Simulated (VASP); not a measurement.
# Si3Ge (Cmmm) in VASP: a series of runs

Runs on Si3Ge. Level: PBE. Tasks: single point, relaxation of cell and atoms.

Program: VASP 6.6.1. These are calculated values, not measurements. Logs are shortened: lines on timing, memory, paths and dates and some standing lists are left out, and cuts for length are marked.

## (1) The cell of the first run

It takes space group Cmmm (No. 65, orthorhombic). The conventional cell has a = 5.682 Å, b = 8.036 Å, c = 2.841 Å, α = 90.00°, β = 90.00°, γ = 90.00°. Within 3.7 Å of Si (site symmetry 2/m) lie 8 Si at 2.84 Å and 4 Ge at 2.84 Å. Within 3.7 Å of Si (site symmetry mmm) lie 10 Si at 2.84 Å and 2 Ge at 2.84 Å. Within 3.7 Å of Ge (site symmetry mmm) lie 2 Ge at 2.84 Å and 10 Si at 2.84 Å.

## (2) Single point, PBE

The input, INCAR:

```
PREC = Accurate ; ENCUT = 500
EDIFF = 1E-6 ; ISMEAR = 0
SIGMA = 0.1 ; LREAL = False
LASPH = True ; NELM = 120
ALGO = Normal ; ISIF = 2
LWAVE = False ; LCHARG = True
GGA = PE ; LELF = True
LVHAR = True ; NBANDS = 21
GGA_COMPAT = False
```

The input, KPOINTS:

```
Automatic mesh
0
Gamma
  4 4 6
```

The input, POSCAR:

```
Si3Ge
1.0
    2.8412217900     -4.0180943900      0.0000000000
    2.8412217900      4.0180943900      0.0000000000
    0.0000000000      0.0000000000      2.8412217900
Si Ge
3 1
Direct
    0.0000000000      0.5000000000      0.0000000000
    0.5000000000      0.0000000000      0.0000000000
    0.5000000000      0.5000000000      0.5000000000
    0.0000000000      0.0000000000      0.5000000000
```

Potentials or basis: VASP PAW PBE potentials, release 64 (Si, Ge_d).

The run is started by

```console
$ cat potpaw_PBE.64/Si/POTCAR potpaw_PBE.64/Ge_d/POTCAR > POTCAR
$ mpirun -np 1 vasp_std > vasp.out
```

OUTCAR:

```text
PREC = Accurate
   ENCUT = 500
   EDIFF = 1E-6
   ISMEAR = 0
   LREAL = False
   LASPH = True
   NELM = 120
   ISIF = 2
   GGA = PE

 ion  position               nearest neighbor table
   1  0.000  0.500  0.000-   2 2.84   2 2.84   4 2.84   3 2.84   4 2.84   4 2.84   4 2.84   3 2.84
                             3 2.84   3 2.84
   2  0.500  0.000  0.000-   1 2.84   1 2.84   4 2.84   3 2.84   4 2.84   3 2.84   3 2.84   4 2.84
                             4 2.84   3 2.84
   3  0.500  0.500  0.500-   4 2.84   4 2.84   1 2.84   1 2.84   2 2.84   2 2.84   2 2.84   1 2.84
                             1 2.84   2 2.84
   4  0.000  0.000  0.500-   3 2.84   3 2.84   1 2.84   1 2.84   2 2.84   1 2.84   1 2.84   2 2.84
                             2 2.84   2 2.84

  LATTYP: Found a base centered orthorhombic cell.
 ALAT       =     5.6824435800
 B/A-ratio  =     1.4142135627
 C/A-ratio  =     0.5000000000

  Lattice vectors:

 A1 = (   2.8412217900,  -4.0180943900,   0.0000000000)
 A2 = (   2.8412217900,   4.0180943900,   0.0000000000)
 A3 = (   0.0000000000,   0.0000000000,   2.8412217900)

Analysis of symmetry for initial positions (statically):
=====================================================================
 Subroutine PRICEL returns:
 Original cell was already a primitive cell.

 Routine SETGRP: Setting up the symmetry group for a
 base centered orthorhombic supercell.

 Subroutine GETGRP returns: Found  8 space group operations
 (whereof  8 operations were pure point group operations)
 out of a pool of  8 trial point group operations.

The static configuration has the point symmetry D_2h.

Analysis of symmetry for dynamics (positions and initial velocities):
=====================================================================
 Subroutine PRICEL returns:
 Original cell was already a primitive cell.

 Routine SETGRP: Setting up the symmetry group for a
 base centered orthorhombic supercell.

 Subroutine GETGRP returns: Found  8 space group operations
 (whereof  8 operations were pure point group operations)
 out of a pool of  8 trial point group operations.

The dynamic configuration has the point symmetry D_2h.

 Subroutine INISYM returns: Found  8 space group operations
 (whereof  8 operations are pure point group operations),
 and found     1 'primitive' translations

----------------------------------------------------------------------------------------

                                     Primitive cell

  volume of cell :      64.8725

  direct lattice vectors                    reciprocal lattice vectors
     2.841221790 -4.018094390  0.000000000     0.175980630 -0.124437097  0.000000000
     2.841221790  4.018094390  0.000000000     0.175980630  0.124437097  0.000000000
     0.000000000  0.000000000  2.841221790     0.000000000  0.000000000  0.351961260

  length of vectors
     4.921140497  4.921140497  2.841221790     0.215531374  0.215531374  0.351961260

  position of ions in fractional coordinates (direct lattice)
     1.000000000  0.500000000  0.000000000
     0.500000000  1.000000000  0.000000000
     0.500000000  0.500000000  0.500000000
     0.000000000  0.000000000  0.500000000

  ion indices of the primitive-cell ions
   primitive index   ion index
                 1           1
                 2           2
                 3           3
                 4           4

----------------------------------------------------------------------------------------

 KPOINTS: Automatic mesh

Automatic generation of k-mesh.
 Grid dimensions read from file:
 generate k-points for:    4    4    6

 Generating k-lattice:

  Cartesian coordinates                     Fractional coordinates (reciprocal lattice)
     0.043995157 -0.031109274  0.000000000     0.250000000 -0.000000000  0.000000000
     0.043995157  0.031109274  0.000000000    -0.000000000  0.250000000  0.000000000
     0.000000000  0.000000000  0.058660210     0.000000000  0.000000000  0.166666667

  Length of vectors
     0.053882843  0.053882843  0.058660210

  Shift w.r.t. Gamma in fractional coordinates (k-lattice)
     0.000000000  0.000000000  0.000000000

 Subroutine IBZKPT returns following result:
 ===========================================

 Found     28 irreducible k-points:

 Following reciprocal coordinates:
            Coordinates               Weight
  0.000000  0.000000  0.000000      1.000000
  0.250000  0.000000  0.000000      4.000000
  0.500000  0.000000  0.000000      2.000000
  0.250000  0.250000  0.000000      2.000000
  0.500000  0.250000  0.000000      4.000000
 -0.250000  0.250000  0.000000      2.000000
[... 16 lines left out ...]
  0.250000  0.000000  0.500000      4.000000
  0.500000  0.000000  0.500000      2.000000
 [... further k-points ...]
   k-points           NKPTS =     28   k-points in BZ     NKDIM =     28   number of bands    NBANDS=     21
   number of dos      NEDOS =    301   number of ions     NIONS =      4
   total plane-waves  NPLWV =  31104
   dimension x,y,z NGX =    36 NGY =   36 NGZ =   24
   dimension x,y,z NGXF=    72 NGYF=   72 NGZF=   48
   ions per type =               3   1
   NGX,Y,Z   is equivalent  to a cutoff of  12.16, 12.16, 14.04 a.u.
   NGXF,Y,Z  is equivalent  to a cutoff of  24.32, 24.32, 28.09 a.u.
 SYSTEM =  unknown system
   PREC   = accura    normal or accurate (medium, high low for compatibility)
   ISTART =      0    job   : 0-new  1-cont  2-samecut
   ICHARG =      2    charge: 1-file 2-atom 10-const
   ISPIN  =      1    spin polarized calculation?
   LNONCOLLINEAR =      F non collinear calculations
   LSORBIT =      F    spin-orbit coupling
   LASPH  =      T    aspherical Exc in radial PAW
   ENCUT  =  500.0 eV  36.75 Ry    6.06 a.u.   8.97  8.97  5.18*2*pi/ulx,y,z
   NELM   =    120;   NELMIN=  2; NELMDL= -5     # of ELM steps
   EDIFF  = 0.1E-05   stopping-criterion for ELM
   LREAL  =      F    real-space projection
   EDIFFG = 0.1E-04   stopping-criterion for IOM
   NSW    =      0    number of steps for IOM
   IBRION =     -1    ionic relax: 0-MD 1-quasi-New 2-CG
   NFREE  =      0    steps in history (QN), initial steepest desc. (CG)
   ISIF   =      2    stress and relaxation
   ISYM   =      2    0-nonsym 1-usesym 2-fastsym
   POTIM  = 0.5000    time-step for ionic-motion
   TEBEG  =    0.0;   TEEND  =   0.0 temperature during run
   PSTRESS=    0.0 pullay stress
   NELECT =      26.0000    total number of electrons
   NUPDOWN=      -1.0000    fix difference up-down
   EMIN   =  10.00;   EMAX   =-10.00  energy-range for DOS
   EFERMI =   0.00;   METHOD = LEGACY
   ISMEAR =     0;   SIGMA  =   0.10  broadening in eV -4-tet -1-fermi 0-gaus
   EFERMI_NEDOS =   21; number of points for ismear=-14 and -15
   IALGO  =     38    algorithm
   IMIX   =      4    mixing-type and parameters
     AMIX     =   0.40;   BMIX     =  1.00
     AMIX_MAG =   1.60;   BMIX_MAG =  1.00
  volume/ion in A,a.u.               =      16.22       109.45
  Fermi-wavevector in a.u.,A,eV,Ry     =   1.207014  2.280927 19.822109  1.456884
  Thomas-Fermi vector in A             =   2.342665
   LORBIT       =      0    0 simple, 1 ext, 2 COOP (PROOUT), +10 PAW based schemes
   GGA     = PE    functional components
   LHFCALC =     F    Hartree Fock is set to
   AEXX    =    0.0000 exact exchange contribution
   IVDW    =     0    specifies the selected vdW correction
   LEPSILON=     F    determine dielectric tensor
   LRPA    =     F    only Hartree local field effects (RPA)
 non-spin polarized calculation
 Gauss-broadening in eV      SIGMA  =   0.10
  energy-cutoff  :      500.00
  volume of cell :       64.87
 maximum number of plane-waves:      1664
   NGX = 17   NGY = 17   NGZ = 11

 number of electron      25.9999999 magnetization

 Free energy of the ion-electron system (eV)
  ---------------------------------------------------
  ext. energy  EPLUGINS =         0.00000000
  ---------------------------------------------------
  free energy    TOTEN  =       -18.30747929 eV

  energy without entropy =      -18.28138288  energy(sigma->0) =      -18.29443108

 E-fermi :   8.8022     XC(G=0): -11.0740

 val. band max:        8.7837192633   @ k =   0.2500   0.0000   0.3333
 cond. band min:       8.8027835534   @ k =   0.2500   0.2500   0.1667
 fundamental gap:      0.0190642901
 Fermi energy:         8.8022131367

 k-point     1 :       0.0000    0.0000    0.0000
  band No.  band energies     occupation
      1     -16.1275      2.00000
      2     -16.0632      2.00000
      3     -16.0580      2.00000
      4     -16.0273      2.00000
      5     -16.0252      2.00000
      6      -5.0601      2.00000
[... 13 lines left out ...]
     20      16.5284      0.00000
     21      18.7073      0.00000

 k-point     2 :       0.2500    0.0000    0.0000
  band No.  band energies     occupation
      1     -16.1273      2.00000
      2     -16.0628      2.00000
      3     -16.0579      2.00000
      4     -16.0273      2.00000
      5     -16.0252      2.00000
      6      -4.6401      2.00000
[... 13 lines left out ...]
     20      16.4521      0.00000
     21      17.7602      0.00000

 k-point     3 :       0.5000    0.0000    0.0000
  band No.  band energies     occupation
      1     -16.1272      2.00000
      2     -16.0624      2.00000
      3     -16.0578      2.00000
      4     -16.0274      2.00000
      5     -16.0252      2.00000
      6      -3.5738      2.00000
[... 13 lines left out ...]
     20      16.8211      0.00000
     21      16.9223      0.00000
[... 457 lines left out ...]
 k-point    23 :       0.2500    0.0000    0.5000
  band No.  band energies     occupation
      1     -16.0845      2.00000
      2     -16.0794      2.00000
      3     -16.0546      2.00000
      4     -16.0513      2.00000
      5     -15.9850      2.00000
      6      -0.3135      2.00000
[... 13 lines left out ...]
     20      13.0300      0.00000
     21      13.1659      0.00000

 k-point    24 :       0.5000    0.0000    0.5000
  band No.  band energies     occupation
      1     -16.0848      2.00000
      2     -16.0795      2.00000
      3     -16.0544      2.00000
      4     -16.0513      2.00000
      5     -15.9848      2.00000
      6       0.6333      2.00000
[... 13 lines left out ...]
     20      13.1275      0.00000
     21      13.2694      0.00000

 [... further k-points ...]
[... 5 lines left out ...]
  --------------------------------------------------------------------------------------
  -------------------------------------------------------------------------------------
  Total       -2.1579321      0.9044526      0.1688283      0.0000000      0.0000000      0.0000000
  in kB      -53.2951833     22.3375734      4.1696093      0.0000000      0.0000000      0.0000000
  external PRESSURE =      -8.9293335 kB  Pullay stress =       0.0000000 kB

 VOLUME and BASIS-vectors are now :
 -----------------------------------------------------------------------------
  energy-cutoff  :      500.00
  volume of cell :       64.87
      direct lattice vectors                 reciprocal lattice vectors
     2.841221790 -4.018094390  0.000000000     0.175980630 -0.124437097  0.000000000
     2.841221790  4.018094390  0.000000000     0.175980630  0.124437097  0.000000000
     0.000000000  0.000000000  2.841221790     0.000000000  0.000000000  0.351961260

 POSITION                                       TOTAL-FORCE (eV/Angst)
 -----------------------------------------------------------------------------------
      1.42061      2.00905      0.00000        -0.000000      0.000000      0.000000
      1.42061     -2.00905      0.00000         0.000000      0.000000      0.000000
      2.84122      0.00000      1.42061        -0.000000      0.000000      0.000000
      0.00000      0.00000      1.42061        -0.000000      0.000000      0.000000
 -----------------------------------------------------------------------------------
    total drift:                               -0.000000     -0.000000      0.000000

  FREE ENERGIE OF THE ION-ELECTRON SYSTEM (eV)
  ---------------------------------------------------
  free  energy   TOTEN  =       -18.3074792859 eV

  energy  without entropy=      -18.2813828753  energy(sigma->0) =      -18.29443108
```

Wall time 21 s (1 thread of Intel Xeon Platinum 8375C at 2.90GHz (Ice Lake), shared host); peak memory 0.19 GiB.

Results:

```
Free energy            : -18.3075 eV
Pressure               : -0.9 GPa
Band gap on the k mesh : zero (bands 13 and 14 overlap by 4.55 eV)
```

Caveat: the k points lie up to 0.37 Å⁻¹ apart, too coarse for converged energies and pressures of a metal.

(Continued in part 2 of 2.)
